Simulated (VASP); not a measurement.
# Ni3Ge (P4/mmm) in VASP: a series of runs

Ni3Ge is run at these levels: PBEsol; tasks: single point.

Program: VASP 6.6.1. These are calculated values, not measurements. Logs are shortened: lines on timing, memory, paths and dates and some standing lists are left out, and cuts for length are marked.

**1. The cell of the first run**

It takes space group P4/mmm (No. 123, tetragonal). The conventional cell has a = 3.525 Å, b = 3.525 Å, c = 3.560 Å, α = 90.00°, β = 90.00°, γ = 90.00°. Within 3.3 Å of Ni (site symmetry mmm) lie 8 Ni at 2.49 to 2.50 Å and 4 Ge at 2.50 Å. Ni (site symmetry 4/mmm) has 4 Ge at 2.49 Å and 8 Ni at 2.50 Å within 3.3 Å. Within 3.3 Å of Ge (site symmetry 4/mmm) lie 12 Ni at 2.49 to 2.50 Å.

**2. Single point, PBEsol (strain +0.0100 x Voigt [1, 0, 0, 0, 0, 0])**

The input, INCAR:

```
SYSTEM = Ni3Ge
  ALGO = Fast
  EDIFF = 1E-7
  ENCUT = 520
  GGA = PS
  ISIF = 2
  ISMEAR = 0
  LASPH = .True.
  LCHARG = .True.
  LELF = .True.
  LREAL = .False.
  LVHAR = .True.
  LWAVE = .False.
  NBANDS = 30
  NELM = 60
  PREC = Accurate
  SIGMA = 0.15
```

The input, KPOINTS:

```
k-points
0
Gamma
  14 14 14
  0 0 0
```

The input, POSCAR:

```
Ni3Ge
1.0
    3.5601634200      0.0000000000      0.0000000000
    0.0000000000      3.5249142772      0.0000000000
    0.0000000000      0.0000000000      3.5249142772
Ni Ge
3 1
Direct
    0.5000000000      0.0000000000      0.5000000000
    0.0000000000      0.5000000000      0.5000000000
    0.5000000000      0.5000000000      0.0000000000
    0.0000000000      0.0000000000      0.0000000000
```

Potentials or basis: VASP PAW PBE potentials, release 64 (Ni, Ge_d).

Launch:

```bash
cat potpaw_PBE.64/Ni/POTCAR potpaw_PBE.64/Ge_d/POTCAR > POTCAR
mpirun -np 1 vasp_std > vasp.out
```

OUTCAR:

```text
SYSTEM = Ni3Ge
   EDIFF = 1E-7
   ENCUT = 520
   GGA = PS
   ISIF = 2
   ISMEAR = 0
   LASPH = .True.
   LREAL = .False.
   NELM = 60
   PREC = Accurate

 ion  position               nearest neighbor table
   1  0.500  0.000  0.500-   3 2.49   3 2.49   3 2.49   3 2.49   4 2.50   2 2.50   4 2.50   2 2.50
                             2 2.50   4 2.50   4 2.50   2 2.50
   2  0.000  0.500  0.500-   4 2.49   4 2.49   4 2.49   4 2.49   3 2.50   1 2.50   1 2.50   3 2.50
                             1 2.50   3 2.50   3 2.50   1 2.50
   3  0.500  0.500  0.000-   1 2.49   1 2.49   1 2.49   1 2.49   2 2.50   4 2.50   4 2.50   2 2.50
                             2 2.50   4 2.50   2 2.50   4 2.50
   4  0.000  0.000  0.000-   2 2.49   2 2.49   2 2.49   2 2.49   1 2.50   3 2.50   3 2.50   1 2.50
                             1 2.50   3 2.50   1 2.50   3 2.50

  LATTYP: Found a simple tetragonal cell.
 ALAT       =     3.5249142772
 C/A-ratio  =     1.0100000000

  Lattice vectors:

 A1 = (   0.0000000000,   3.5249142772,   0.0000000000)
 A2 = (   0.0000000000,   0.0000000000,   3.5249142772)
 A3 = (   3.5601634200,   0.0000000000,   0.0000000000)

Analysis of symmetry for initial positions (statically):
=====================================================================
 Subroutine PRICEL returns:
 Original cell was already a primitive cell.

 Routine SETGRP: Setting up the symmetry group for a
 simple tetragonal supercell.

 Subroutine GETGRP returns: Found 16 space group operations
 (whereof 16 operations were pure point group operations)
 out of a pool of 16 trial point group operations.

The static configuration has the point symmetry D_4h.

Analysis of symmetry for dynamics (positions and initial velocities):
=====================================================================
 Subroutine PRICEL returns:
 Original cell was already a primitive cell.

 Routine SETGRP: Setting up the symmetry group for a
 simple tetragonal supercell.

 Subroutine GETGRP returns: Found 16 space group operations
 (whereof 16 operations were pure point group operations)
 out of a pool of 16 trial point group operations.

The dynamic configuration has the point symmetry D_4h.

 Subroutine INISYM returns: Found 16 space group operations
 (whereof 16 operations are pure point group operations),
 and found     1 'primitive' translations

----------------------------------------------------------------------------------------

                                     Primitive cell

[... 95 lines left out ...]
   LREAL  =      F    real-space projection
   EDIFFG = 0.1E-05   stopping-criterion for IOM
   NSW    =      0    number of steps for IOM
   IBRION =     -1    ionic relax: 0-MD 1-quasi-New 2-CG
   NFREE  =      0    steps in history (QN), initial steepest desc. (CG)
   ISIF   =      2    stress and relaxation
   ISYM   =      2    0-nonsym 1-usesym 2-fastsym
   POTIM  = 0.5000    time-step for ionic-motion
   TEBEG  =    0.0;   TEEND  =   0.0 temperature during run
   PSTRESS=    0.0 pullay stress
   NELECT =      44.0000    total number of electrons
   NUPDOWN=      -1.0000    fix difference up-down
   EMIN   =  10.00;   EMAX   =-10.00  energy-range for DOS
   EFERMI =   0.00;   METHOD = LEGACY
   ISMEAR =     0;   SIGMA  =   0.15  broadening in eV -4-tet -1-fermi 0-gaus
   EFERMI_NEDOS =   21; number of points for ismear=-14 and -15
   IALGO  =     68    algorithm
   IMIX   =      4    mixing-type and parameters
     AMIX     =   0.40;   BMIX     =  1.00
     AMIX_MAG =   1.60;   BMIX_MAG =  1.00
  volume/ion in A,a.u.               =      11.06        74.63
  Fermi-wavevector in a.u.,A,eV,Ry     =   1.634193  3.088177 36.335543  2.670587
  Thomas-Fermi vector in A             =   2.725873
   LORBIT       =      0    0 simple, 1 ext, 2 COOP (PROOUT), +10 PAW based schemes
   GGA     = PS    functional components
   LHFCALC =     F    Hartree Fock is set to
   AEXX    =    0.0000 exact exchange contribution
   IVDW    =     0    specifies the selected vdW correction
   LEPSILON=     F    determine dielectric tensor
   LRPA    =     F    only Hartree local field effects (RPA)
 non-spin polarized calculation
 RMM-DIIS sequential band-by-band and
 Gauss-broadening in eV      SIGMA  =   0.15
  energy-cutoff  :      520.00
  volume of cell :       44.24
 maximum number of plane-waves:      1213
 NGX is ok and might be reduce to    28
   NGX = 13   NGY = 13   NGZ = 13

 number of electron      43.9999978 magnetization

 Free energy of the ion-electron system (eV)
  ---------------------------------------------------
  ext. energy  EPLUGINS =         0.00000000
  ---------------------------------------------------
  free energy    TOTEN  =       -24.74732179 eV

  energy without entropy =      -24.72567399  energy(sigma->0) =      -24.73649789

 E-fermi :  10.1315     XC(G=0): -13.6181

 val. band max:       10.1266616543   @ k =   0.0000   0.5000   0.0000
 cond. band min:      10.1320504923   @ k =   0.4286   0.4286   0.3571
 fundamental gap:      0.0053888380
 Fermi energy:        10.1314745136

 k-point     1 :       0.0000    0.0000    0.0000
  band No.  band energies     occupation
      1     -14.4624      2.00000
      2     -14.4612      2.00000
      3     -14.4488      2.00000
      4     -14.4467      2.00000
      5     -14.4467      2.00000
      6      -2.3959      2.00000
[... 781 lines left out ...]
     29      18.8294      0.00000
     30      21.8410      0.00000

 [... further k-points ...]

------------------------ aborting loop because EDIFF is reached ----------------------------------------

  FORCE on cell =-STRESS in cart. coord.  units (eV):
  Direction    XX          YY          ZZ          XY          YZ          ZX
  --------------------------------------------------------------------------------------
  -------------------------------------------------------------------------------------
  Total       -0.7891718     -0.3860500     -0.3860500      0.0000000      0.0000000     -0.0000000
  in kB      -28.5834783    -13.9825737    -13.9825737      0.0000000      0.0000000     -0.0000000
  external PRESSURE =     -18.8495419 kB  Pullay stress =       0.0000000 kB

 VOLUME and BASIS-vectors are now :
 -----------------------------------------------------------------------------
  energy-cutoff  :      520.00
  volume of cell :       44.24
      direct lattice vectors                 reciprocal lattice vectors
     3.560163420  0.000000000  0.000000000     0.280885982  0.000000000  0.000000000
     0.000000000  3.524914277  0.000000000     0.000000000  0.283694842  0.000000000
     0.000000000  0.000000000  3.524914277     0.000000000  0.000000000  0.283694842

 POSITION                                       TOTAL-FORCE (eV/Angst)
 -----------------------------------------------------------------------------------
      1.78008      0.00000      1.76246         0.000000      0.000000      0.000000
      0.00000      1.76246      1.76246         0.000000      0.000000      0.000000
      1.78008      1.76246      0.00000         0.000000      0.000000      0.000000
      0.00000      0.00000      0.00000         0.000000      0.000000      0.000000
 -----------------------------------------------------------------------------------
    total drift:                                0.000000      0.000000      0.000000

  FREE ENERGIE OF THE ION-ELECTRON SYSTEM (eV)
  ---------------------------------------------------
  free  energy   TOTEN  =       -24.7473217860 eV

  energy  without entropy=      -24.7256739883  energy(sigma->0) =      -24.73649789
```

OSZICAR:

```text
N       E                     dE             d eps       ncg     rms          rms(c)
DAV:   1     0.317001100436E+03    0.31700E+03   -0.19908E+04 19062   0.334E+03
DAV:   2     0.123465697926E+02   -0.30465E+03   -0.28938E+03 17286   0.549E+02
DAV:   3    -0.270472282354E+02   -0.39394E+02   -0.38494E+02 18306   0.167E+02
DAV:   4    -0.282824943254E+02   -0.12353E+01   -0.12337E+01 19908   0.340E+01
DAV:   5    -0.283077147257E+02   -0.25220E-01   -0.25219E-01 22490   0.426E+00    0.186E+01
RMM:   6    -0.277134326507E+02    0.59428E+00   -0.32479E+01 21374   0.543E+01    0.153E+01
RMM:   7    -0.248499336186E+02    0.28635E+01   -0.65897E+00 21487   0.273E+01    0.388E+00
RMM:   8    -0.247510418310E+02    0.98892E-01   -0.17416E-01 23920   0.365E+00    0.664E-01
RMM:   9    -0.247505517061E+02    0.49012E-03   -0.36106E-02 25456   0.166E+00    0.695E-01
RMM:  10    -0.247480539926E+02    0.24977E-02   -0.96332E-03 26186   0.884E-01    0.252E-01
RMM:  11    -0.247474879178E+02    0.56607E-03   -0.25816E-03 27430   0.440E-01    0.141E-01
RMM:  12    -0.247473069188E+02    0.18100E-03   -0.73746E-04 27860   0.247E-01    0.457E-02
RMM:  13    -0.247473210543E+02   -0.14136E-04   -0.22582E-04 27923   0.118E-01    0.340E-02
RMM:  14    -0.247473212772E+02   -0.22284E-06   -0.72370E-05 30414   0.537E-02    0.113E-02
RMM:  15    -0.247473216673E+02   -0.39008E-06   -0.92233E-06 30891   0.189E-02    0.524E-03
RMM:  16    -0.247473217272E+02   -0.59908E-07   -0.15912E-06 26798   0.112E-02    0.904E-04
RMM:  17    -0.247473217860E+02   -0.58844E-07   -0.54211E-07 19579   0.474E-03
   1 F= -.24747322E+02 E0= -.24736498E+02  d E =-.216478E-01
```

Wall time 3.4 min (1 thread of Intel Xeon 6975P-C (Granite Rapids), shared host); peak memory 0.41 GiB.

What came out:

| Property | Result |
| --- | --- |
| Free energy | -24.7473 eV |
| Pressure | -1.9 GPa |
| Band gap on the k mesh | zero (bands 22 and 23 overlap by 0.25 eV) |

Caveat: the cell differs from its parent crystal (strain +0.0100 x Voigt [1, 0, 0, 0, 0, 0]); the PAW data sets were made with another functional, which shifts forces and pressure a little. Spin polarisation is off, so any magnetic state and its effect on volume and gap are missing.

**3. Single point, PBEsol (strain +0.0200 x Voigt [1, 0, 0, 0, 0, 0])**

The input, INCAR:

```
PREC = Accurate
ENCUT = 520
EDIFF = 1E-7
ISMEAR = 0
SIGMA = 0.15
LREAL = F
LASPH = T
NELM = 60
ALGO = Fast
ISIF = 2
LWAVE = F
LCHARG = F
GGA = PS
NBANDS = 30
```

The input, KPOINTS:

```
regular mesh
0
Gamma
  14 14 14
```

Changes to POSCAR since step 2:

```diff
@@ -2,3 +2,3 @@
 1.0
-    3.5601634200      0.0000000000      0.0000000000
+    3.5954125627      0.0000000000      0.0000000000
     0.0000000000      3.5249142772      0.0000000000
```

Potentials or basis: VASP PAW PBE potentials, release 64 (Ni, Ge_d).

Launch:

```bash
cat potpaw_PBE.64/Ni/POTCAR potpaw_PBE.64/Ge_d/POTCAR > POTCAR
mpirun -np 1 vasp_std > vasp.out
```

Run time: 3.5 min. Hardware: 1 thread of Intel Xeon 6975P-C (Granite Rapids), shared host; peak memory 0.41 GiB.

It converged, with:

* Free energy: -24.7356 eV
* Pressure: -3.8 GPa
* Band gap on the k mesh: zero (bands 22 and 23 overlap by 0.28 eV)

Stress tensor (GPa, compression positive):
```
-5.78  0.00  0.00
 0.00 -2.88  0.00
 0.00  0.00 -2.88
```

Levels at points of the mesh, in eV from the Fermi level:
| k point | band 20 | band 21 | band 22 | band 23 | band 24 | band 25 |
| --- | --- | --- | --- | --- | --- | --- |
| (0.00, 0.00, 0.00) | -0.54 | -0.30 | -0.02 | -0.02 | 0.06 | 3.80 |
| (0.50, 0.00, 0.00) | -1.14 | -0.49 | 0.06 | 3.50 | 3.50 | 4.66 |
| (0.00, 0.50, 0.00) | -1.13 | -0.57 | -0.02 | 3.46 | 3.71 | 4.46 |
| (0.50, 0.50, 0.00) | -1.12 | -0.95 | -0.95 | 0.58 | 0.58 | 5.66 |
| (0.00, 0.50, 0.50) | -1.06 | -0.94 | -0.90 | 0.64 | 0.64 | 5.51 |
| (0.50, 0.50, 0.50) | -1.11 | -0.51 | -0.24 | -0.21 | -0.21 | 0.63 |

Caveat: the cell differs from its parent crystal (strain +0.0200 x Voigt [1, 0, 0, 0, 0, 0]); the cell stands under tension; the PAW data sets were made with another functional, which shifts forces and pressure a little. Spin polarisation is off, so any magnetic state and its effect on volume and gap are missing.
